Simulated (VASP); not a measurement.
## Ge: single point with PBE

Crystal: Ge.

```
Ge
1.0
     0.00000    2.94192    3.05507
     2.94192    0.00000    3.05507
     2.94192    2.94192    0.00000
Ge
2
Direct
  0.50000 0.50000 0.50000
  0.75000 0.75000 0.75000
```

This cell differs from its parent crystal: strain +0.040 along x and y, +0.080 along z.

* Program: VASP 6.6.1
* Task: single point
* Functional: PBE
* Potentials or basis: VASP PAW PBE potentials, release 64 (Ge_d)
* Cutoff: 500 eV
* k mesh: 14 × 14 × 14
* Occupations: gaussian, width 0.15 eV
* Spin: no spin polarisation
* Dipole correction: no
* Further INCAR settings: ALGO = Normal; EDIFF = 1e-06; NBANDS = 21

| Item | Value |
| --- | --- |
| Pressure | -4.7 GPa |
| Band gap on the k mesh | zero (bands 14 and 15 overlap by 0.35 eV) |

Stress tensor (GPa, compression positive):
```
-3.96  0.00  0.00
 0.00 -3.96  0.00
 0.00  0.00 -6.25
```

Levels at points of the mesh, in eV from the Fermi level:
| k point | band 12 | band 13 | band 14 | band 15 | band 16 | band 17 |
| --- | --- | --- | --- | --- | --- | --- |
| (0.00, 0.00, 0.00) | -1.23 | -0.10 | 0.17 | 0.17 | 2.50 | 2.50 |
| (0.50, 0.00, 0.00) | -6.91 | -1.25 | -0.95 | -0.18 | 3.65 | 3.80 |
| (0.50, 0.50, 0.00) | -8.38 | -2.34 | -2.34 | 1.16 | 1.16 | 8.31 |
| (0.50, 0.00, 0.50) | -8.24 | -2.56 | -2.56 | 0.90 | 0.90 | 8.32 |

It took 2.7 min on 1 thread of Intel(R) Xeon(R) Platinum 8259CL CPU @ 2.50GHz (Skylake/Cascade Lake) (shared host), peak memory 0.32 GiB.

Caveat: the cell differs from its parent crystal (strain +0.040 along x and y, +0.080 along z); the cell stands under tension; semilocal functionals underestimate gaps, so a narrow gap can read as zero.
